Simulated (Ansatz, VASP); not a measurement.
AsI in VASP and in Ansatz

Contents of INCAR:

```
PREC = Accurate ; ENCUT = 600
EDIFF = 1E-7 ; ISMEAR = 0
SIGMA = 0.1 ; LREAL = F
LASPH = T ; NELM = 60
ALGO = Normal ; ISIF = 3
LWAVE = F ; LCHARG = F
GGA = PE ; IBRION = 2
NSW = 90 ; EDIFFG = -0.04
```

KPOINTS

```
Automatic mesh
0
Gamma
  4 4 4
```

Contents of POSCAR:

```
AsI
1.0
    4.0207155251      0.0000000000      0.0000000000
    0.0000000000      4.0207155251      0.0000000000
    0.0000000000      0.0000000000      4.0207155251
As I
1 1
Direct
    0.0000000000      0.0000000000      0.0000000000
    0.5000000000      0.5000000000      0.5000000000
```

Input for Ansatz:

```yaml
crystal:
  lattice:
    - [4.0207155251, 0.0, 0.0]
    - [0.0, 4.0207155251, 0.0]
    - [0.0, 0.0, 4.0207155251]
  atoms:
    - { symbol: As, position: [0.0, 0.0, 0.0] }
    - { symbol: I, position: [0.5, 0.5, 0.5] }
basis:
  ecutwfc: 420
kpoints:
  mp_grid: { grid: [4, 4, 4] }
hamiltonian:
  xc: pbe
scf:
  occupations: { method: gaussian, width: 0.1 }
  lower_state_search: "off"
output:
  forces: true
  stress: true
  eigenvalues: true
relax:
  adjacent_minimum: "off"
  f_tol: 0.04
  max_steps: 70
  cell: { stress_tol: 0.4 }
```

Alike in both runs: task relaxation of cell and atoms; functional PBE; k mesh 4 × 4 × 4; occupations gaussian, width 0.1 eV; no spin polarisation.

|  | VASP | Ansatz |
| --- | --- | --- |
| version | VASP 6.6.1 | Ansatz 0.2.0 |
| potentials or method | VASP PAW PBE potentials, release 64 (As, I), cutoff 600 eV | scalar-relativistic, plane waves, PAW |
| valence electrons in the cell | 12 | 32 |

```tsv
	VASP	Ansatz	Ansatz less VASP
gap on the k mesh at the Fermi level, each at its own relaxed structure (eV)	none	none	-
relaxed volume (Å³/atom)	25.75	25.91	+0.154
relaxed cell length with the largest relative difference (Å)	3.721	3.728	+0.0074
```

A gap of «none» marks a metal or a gap that the smearing closes. VASP's potentials hold 12 valence electrons a cell and Ansatz's 32, so a difference there can come from the potentials and not from the codes.

The k mesh is coarse, so the values compare programs but aren't converged. Spin-orbit coupling is off throughout. Noted on VASP's run: the volume moved by over 15 % at a fixed basis, so the end points are rough.
